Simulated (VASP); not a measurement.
# CdS (P3m1) in VASP: notebook

Runs on CdS. Level: PBE. Tasks: single point.

Program: VASP 6.6.1. These are calculated values, not measurements. Logs are shortened: lines on timing, memory, paths and dates and some standing lists are left out, and cuts for length are marked.

## 1. The cell of the first run

It takes space group P3m1 (No. 156, trigonal). The conventional cell has a = 4.289 Å, b = 4.289 Å, c = 5.843 Å, α = 90.00°, β = 90.00°, γ = 120.00°. Within 3.3 Å of Cd (site symmetry 3m) lie 3 S at 2.48 Å. S (site symmetry 3m) has 3 Cd at 2.48 Å within 3.3 Å.

## 2. Single point, PBE (volume scaled by 1.02)

INCAR

```
PREC = Accurate
ENCUT = 520
EDIFF = 1E-6
ISMEAR = -1
SIGMA = 0.05
LREAL = False
LASPH = True
NELM = 100
ALGO = Normal
ISIF = 2
LWAVE = False
LCHARG = False
GGA = PE
NBANDS = 16
```

KPOINTS

```
Automatic mesh
0
Gamma
  7 7 5
```

POSCAR

```
CdS
1.0
    4.2893900763      0.0000000000      0.0000000000
   -2.1446950382      3.7147207728      0.0000000000
    0.0000000000      0.0000000000      5.8426122916
Cd S
1 1
Direct
    0.0000000000      0.0000000000      0.4426919200
    0.6666666667      0.3333333333      0.4343080800
```

Potentials or basis: VASP PAW PBE potentials, release 64 (Cd, S).

Launch:

```sh
cat potpaw_PBE.64/Cd/POTCAR potpaw_PBE.64/S/POTCAR > POTCAR
mpirun -np 1 vasp_std > vasp.out
```

OUTCAR:

```text
PREC = Accurate
   ENCUT = 520
   EDIFF = 1E-6
   ISMEAR = -1
   LREAL = False
   LASPH = True
   NELM = 100
   ISIF = 2
   GGA = PE

 ion  position               nearest neighbor table
   1  0.000  0.000  0.443-   2 2.48   2 2.48   2 2.48
   2  0.667  0.333  0.434-   1 2.48   1 2.48   1 2.48

  LATTYP: Found a hexagonal cell.
 ALAT       =     4.2893900763
 C/A-ratio  =     1.3621079425

  Lattice vectors:

 A1 = (   4.2893900763,   0.0000000000,   0.0000000000)
 A2 = (  -2.1446950382,   3.7147207728,   0.0000000000)
 A3 = (   0.0000000000,   0.0000000000,   5.8426122916)

Analysis of symmetry for initial positions (statically):
=====================================================================
 Subroutine PRICEL returns:
 Original cell was already a primitive cell.

 Routine SETGRP: Setting up the symmetry group for a
 hexagonal supercell.

 Subroutine GETGRP returns: Found  6 space group operations
 (whereof  6 operations were pure point group operations)
 out of a pool of 24 trial point group operations.

The static configuration has the point symmetry C_3v.

Analysis of symmetry for dynamics (positions and initial velocities):
=====================================================================
 Subroutine PRICEL returns:
 Original cell was already a primitive cell.

 Routine SETGRP: Setting up the symmetry group for a
 hexagonal supercell.

 Subroutine GETGRP returns: Found  6 space group operations
 (whereof  6 operations were pure point group operations)
 out of a pool of 24 trial point group operations.

The dynamic configuration has the point symmetry C_3v.

 Subroutine INISYM returns: Found  6 space group operations
 (whereof  6 operations are pure point group operations),
 and found     1 'primitive' translations

----------------------------------------------------------------------------------------

                                     Primitive cell

  volume of cell :      93.0955

  direct lattice vectors                    reciprocal lattice vectors
     4.289390076  0.000000000  0.000000000     0.233133378  0.134599619  0.000000000
    -2.144695038  3.714720773  0.000000000     0.000000000  0.269199238  0.000000000
[... 79 lines left out ...]
   ISPIN  =      1    spin polarized calculation?
   LNONCOLLINEAR =      F non collinear calculations
   LSORBIT =      F    spin-orbit coupling
   LASPH  =      T    aspherical Exc in radial PAW
   ENCUT  =  520.0 eV  38.22 Ry    6.18 a.u.   7.98  7.98 10.86*2*pi/ulx,y,z
   NELM   =    100;   NELMIN=  2; NELMDL= -5     # of ELM steps
   EDIFF  = 0.1E-05   stopping-criterion for ELM
   LREAL  =      F    real-space projection
   EDIFFG = 0.1E-04   stopping-criterion for IOM
   NSW    =      0    number of steps for IOM
   IBRION =     -1    ionic relax: 0-MD 1-quasi-New 2-CG
   NFREE  =      0    steps in history (QN), initial steepest desc. (CG)
   ISIF   =      2    stress and relaxation
   ISYM   =      2    0-nonsym 1-usesym 2-fastsym
   POTIM  = 0.5000    time-step for ionic-motion
   TEBEG  =    0.0;   TEEND  =   0.0 temperature during run
   PSTRESS=    0.0 pullay stress
   NELECT =      18.0000    total number of electrons
   NUPDOWN=      -1.0000    fix difference up-down
   EMIN   =  10.00;   EMAX   =-10.00  energy-range for DOS
   EFERMI =   0.00;   METHOD = LEGACY
   ISMEAR =    -1;   SIGMA  =   0.05  broadening in eV -4-tet -1-fermi 0-gaus
   EFERMI_NEDOS =   21; number of points for ismear=-14 and -15
   IALGO  =     38    algorithm
   IMIX   =      4    mixing-type and parameters
     AMIX     =   0.40;   BMIX     =  1.00
     AMIX_MAG =   1.60;   BMIX_MAG =  1.00
  volume/ion in A,a.u.               =      46.55       314.12
  Fermi-wavevector in a.u.,A,eV,Ry     =   0.946650  1.788909 12.192808  0.896146
  Thomas-Fermi vector in A             =   2.074668
   LORBIT       =      0    0 simple, 1 ext, 2 COOP (PROOUT), +10 PAW based schemes
   GGA     = PE    functional components
   LHFCALC =     F    Hartree Fock is set to
   AEXX    =    0.0000 exact exchange contribution
   IVDW    =     0    specifies the selected vdW correction
   LEPSILON=     F    determine dielectric tensor
   LRPA    =     F    only Hartree local field effects (RPA)
 non-spin polarized calculation
  energy-cutoff  :      520.00
  volume of cell :       93.10
 maximum number of plane-waves:      2525
   NGX = 15   NGY = 15   NGZ = 21

 number of electron      18.0000003 magnetization

 Free energy of the ion-electron system (eV)
  ---------------------------------------------------
  ext. energy  EPLUGINS =         0.00000000
  ---------------------------------------------------
  free energy    TOTEN  =        -5.64524434 eV

  energy without entropy =       -5.64524430  energy(sigma->0) =       -5.64524432

 E-fermi :  -1.4367     XC(G=0):  -6.0794

 val. band max:       -2.2228077815   @ k =   0.0000   0.0000   0.4000
 cond. band min:      -0.7887467327   @ k =   0.0000   0.0000   0.0000
 fundamental gap:      1.4340610489
 Fermi energy:        -1.4366865609

 k-point     1 :       0.0000    0.0000    0.0000
  band No.  band energies     occupation
      1     -13.7295      2.00000
      2      -9.7984      2.00000
      3      -9.7984      2.00000
      4      -9.3280      2.00000
      5      -9.3280      2.00000
      6      -9.1318      2.00000
[... 433 lines left out ...]
      3      -9.6343      2.00000
      4      -9.3913      2.00000
      5      -9.3375      2.00000
      6      -9.0427      2.00000
[... 8 lines left out ...]
     15       7.7195      0.00000
     16       8.2009      0.00000

 [... further k-points ...]

------------------------ aborting loop because EDIFF is reached ----------------------------------------

  FORCE on cell =-STRESS in cart. coord.  units (eV):
  Direction    XX          YY          ZZ          XY          YZ          ZX
  --------------------------------------------------------------------------------------
  -------------------------------------------------------------------------------------
  Total       -0.5116313     -0.5116313     -0.0041170      0.0000000     -0.0000000      0.0000000
  in kB       -8.8051942     -8.8051942     -0.0708537      0.0000000     -0.0000000      0.0000000
  external PRESSURE =      -5.8937473 kB  Pullay stress =       0.0000000 kB

 VOLUME and BASIS-vectors are now :
 -----------------------------------------------------------------------------
  energy-cutoff  :      520.00
  volume of cell :       93.10
      direct lattice vectors                 reciprocal lattice vectors
     4.289390076  0.000000000  0.000000000     0.233133378  0.134599619  0.000000000
    -2.144695038  3.714720773  0.000000000     0.000000000  0.269199238  0.000000000
     0.000000000  0.000000000  5.842612292     0.000000000  0.000000000  0.171156317

 POSITION                                       TOTAL-FORCE (eV/Angst)
 -----------------------------------------------------------------------------------
      0.00000      0.00000      2.58648         0.000000      0.000000     -0.007228
      2.14470      1.23824      2.53749        -0.000000      0.000000      0.007228
 -----------------------------------------------------------------------------------
    total drift:                                0.000001     -0.000000      0.000068

  FREE ENERGIE OF THE ION-ELECTRON SYSTEM (eV)
  ---------------------------------------------------
  free  energy   TOTEN  =        -5.6452443368 eV

  energy  without entropy=       -5.6452442965  energy(sigma->0) =       -5.64524432
```

stdout:

```text
POSCAR found type information on POSCAR CdS
 POSCAR found :  2 types and       2 ions
 scaLAPACK will be used
 LDA part: xc-table for (Slater+PW92), standard interpolation
 POSCAR, INCAR and KPOINTS ok, starting setup
 FFT: planning ... GRIDC
 FFT: planning ... GRID_SOFT
 FFT: planning ... GRID
 WAVECAR not read
 entering main loop
```

Wall time 39 s (1 thread of AMD EPYC 7R13 (Zen 3), shared host); peak memory 0.2 GiB.

What came out:

```yaml
Free_energy: -5.6452 eV
Pressure: -0.6 GPa
Largest_force: 0.007 eV/Å
Band_gap_on_the_k_mesh: 1.43 eV, indirect (the least direct gap lies 3.7 meV higher)
```

Forces in eV/Å, atoms in the order of the input:
```
Cd   0.000  0.000 -0.007
S    0.000  0.000  0.007
```

Stress tensor (GPa, compression positive):
```
-0.88  0.00  0.00
 0.00 -0.88  0.00
 0.00  0.00 -0.01
```

 A k mesh can miss the band edges.

## 3. Single point, PBE (volume scaled by 1.06)

INCAR

```
SYSTEM = CdS
PREC = Accurate
ENCUT = 520
EDIFF = 1E-7
ISMEAR = -1
SIGMA = 0.05
LREAL = .False.
LASPH = .True.
NELM = 100
ALGO = Normal
ISIF = 2
LWAVE = .False.
LCHARG = .False.
GGA = PE
NBANDS = 16
```

KPOINTS

```
Automatic mesh
0
Gamma
  7 7 5
  0 0 0
```

POSCAR

```
CdS
1.0
    4.3447431501      0.0000000000      0.0000000000
   -2.1723715751      3.7626579410      0.0000000000
    0.0000000000      0.0000000000      5.9180091532
Cd S
1 1
Direct
    0.0000000000      0.0000000000      0.4426919200
    0.6666666667      0.3333333333      0.4343080800
```

Potentials or basis: VASP PAW PBE potentials, release 64 (Cd, S).

Launch:

```sh
cat potpaw_PBE.64/Cd/POTCAR potpaw_PBE.64/S/POTCAR > POTCAR
mpirun -np 1 vasp_std > vasp.out
```

OUTCAR:

```text
SYSTEM = CdS
   PREC = Accurate
   ENCUT = 520
   EDIFF = 1E-7
   ISMEAR = -1
   LREAL = .False.
   LASPH = .True.
   NELM = 100
   ISIF = 2
   GGA = PE

 ion  position               nearest neighbor table
   1  0.000  0.000  0.443-   2 2.51   2 2.51   2 2.51
   2  0.667  0.333  0.434-   1 2.51   1 2.51   1 2.51

  LATTYP: Found a hexagonal cell.
 ALAT       =     4.3447431501
 C/A-ratio  =     1.3621079426

  Lattice vectors:

 A1 = (   4.3447431501,   0.0000000000,   0.0000000000)
 A2 = (  -2.1723715751,   3.7626579410,   0.0000000000)
 A3 = (   0.0000000000,   0.0000000000,   5.9180091532)

Analysis of symmetry for initial positions (statically):
=====================================================================
 Subroutine PRICEL returns:
 Original cell was already a primitive cell.

 Routine SETGRP: Setting up the symmetry group for a
 hexagonal supercell.

 Subroutine GETGRP returns: Found  6 space group operations
 (whereof  6 operations were pure point group operations)
 out of a pool of 24 trial point group operations.

The static configuration has the point symmetry C_3v.

[... 156 lines left out ...]

  energy without entropy =       -5.62152838  energy(sigma->0) =       -5.62152846

 E-fermi :  -1.6439     XC(G=0):  -5.9567

 val. band max:       -2.3758102732   @ k =   0.2857   0.2857   0.0000
 cond. band min:      -1.0617743920   @ k =   0.0000   0.0000   0.0000
 fundamental gap:      1.3140358812
 Fermi energy:        -1.6438658252

 k-point     1 :       0.0000    0.0000    0.0000
  band No.  band energies     occupation
      1     -13.7370      2.00000
      2      -9.8832      2.00000
      3      -9.8832      2.00000
      4      -9.4755      2.00000
      5      -9.4755      2.00000
      6      -9.2975      2.00000
[... 433 lines left out ...]
      3      -9.7364      2.00000
      4      -9.5302      2.00000
      5      -9.4838      2.00000
      6      -9.2071      2.00000
[... 8 lines left out ...]
     15       7.4726      0.00000
     16       7.9729      0.00000

 [... further k-points ...]

------------------------ aborting loop because EDIFF is reached ----------------------------------------

  FORCE on cell =-STRESS in cart. coord.  units (eV):
  Direction    XX          YY          ZZ          XY          YZ          ZX
  --------------------------------------------------------------------------------------
  -------------------------------------------------------------------------------------
  Total       -1.3419654     -1.3419654     -0.0045912      0.0000000     -0.0000000      0.0000000
  in kB      -22.2237548    -22.2237548     -0.0760337      0.0000000     -0.0000000      0.0000000
  external PRESSURE =     -14.8411811 kB  Pullay stress =       0.0000000 kB

 VOLUME and BASIS-vectors are now :
 -----------------------------------------------------------------------------
  energy-cutoff  :      520.00
  volume of cell :       96.75
      direct lattice vectors                 reciprocal lattice vectors
     4.344743150  0.000000000  0.000000000     0.230163203  0.132884787  0.000000000
    -2.172371575  3.762657941  0.000000000     0.000000000  0.265769575  0.000000000
     0.000000000  0.000000000  5.918009153     0.000000000  0.000000000  0.168975744

 POSITION                                       TOTAL-FORCE (eV/Angst)
 -----------------------------------------------------------------------------------
      0.00000      0.00000      2.61985        -0.000000      0.000000     -0.015442
      2.17237      1.25422      2.57024         0.000000      0.000000      0.015442
 -----------------------------------------------------------------------------------
    total drift:                                0.000002     -0.000001      0.000078

  FREE ENERGIE OF THE ION-ELECTRON SYSTEM (eV)
  ---------------------------------------------------
  free  energy   TOTEN  =        -5.6215285329 eV

  energy  without entropy=       -5.6215283837  energy(sigma->0) =       -5.62152846
```

OSZICAR:

```text
N       E                     dE             d eps       ncg     rms          rms(c)
DAV:   1     0.106743717227E+03    0.10674E+03   -0.78128E+03  1024   0.928E+02
DAV:   2    -0.672374185558E+00   -0.10742E+03   -0.10132E+03  1280   0.231E+02
DAV:   3    -0.637720840636E+01   -0.57048E+01   -0.56843E+01  1208   0.545E+01
DAV:   4    -0.643343752293E+01   -0.56229E-01   -0.56221E-01  1376   0.526E+00
DAV:   5    -0.643455311656E+01   -0.11156E-02   -0.11156E-02  1208   0.695E-01    0.673E+00
DAV:   6    -0.565790726580E+01    0.77665E+00   -0.13007E+00  1528   0.122E+01    0.547E+00
DAV:   7    -0.562327650113E+01    0.34631E-01   -0.26238E-01  1240   0.331E+00    0.276E+00
DAV:   8    -0.562093476884E+01    0.23417E-02   -0.24618E-02  1176   0.178E+00    0.276E-01
DAV:   9    -0.562079471392E+01    0.14005E-03   -0.30117E-03  1256   0.644E-01    0.137E-01
DAV:  10    -0.562125547130E+01   -0.46076E-03   -0.43288E-04  1104   0.151E-01    0.113E-01
DAV:  11    -0.562153405498E+01   -0.27858E-03   -0.29392E-04  1064   0.108E-01    0.370E-02
DAV:  12    -0.562152620211E+01    0.78529E-05   -0.21201E-05  1448   0.446E-02    0.760E-03
DAV:  13    -0.562152864432E+01   -0.24422E-05   -0.39227E-06  1056   0.138E-02    0.989E-03
DAV:  14    -0.562152854298E+01    0.10134E-06   -0.12333E-07  1200   0.392E-03    0.281E-03
DAV:  15    -0.562152853287E+01    0.10115E-07   -0.24665E-08   808   0.131E-03
   1 F= -.56215285E+01 E0= -.56215285E+01  d E =-.149203E-06
```

It took 33 s on 1 thread of AMD EPYC 7R13 (Zen 3), shared host; peak memory 0.2 GiB.

Results:

```
Free energy            : -5.6215 eV
Pressure               : -1.5 GPa
Largest force          : 0.015 eV/Å
Band gap on the k mesh : 1.31 eV, indirect (least direct gap 1.36 eV)
```

Forces on the atoms (eV/Å):
```
Cd   0.000  0.000 -0.015
S    0.000  0.000  0.015
```

Levels at points of the mesh, in eV from the valence-band top:
```tsv
k point	band 5	band 6	band 7	band 8	band 9	band 10	band 11	band 12	band 13	band 14
(0.00, 0.00, 0.00)	-7.10	-6.92	-0.87	-0.05	-0.05	1.31	5.58	6.79	6.85	6.85
```

 A k mesh can miss the band edges.
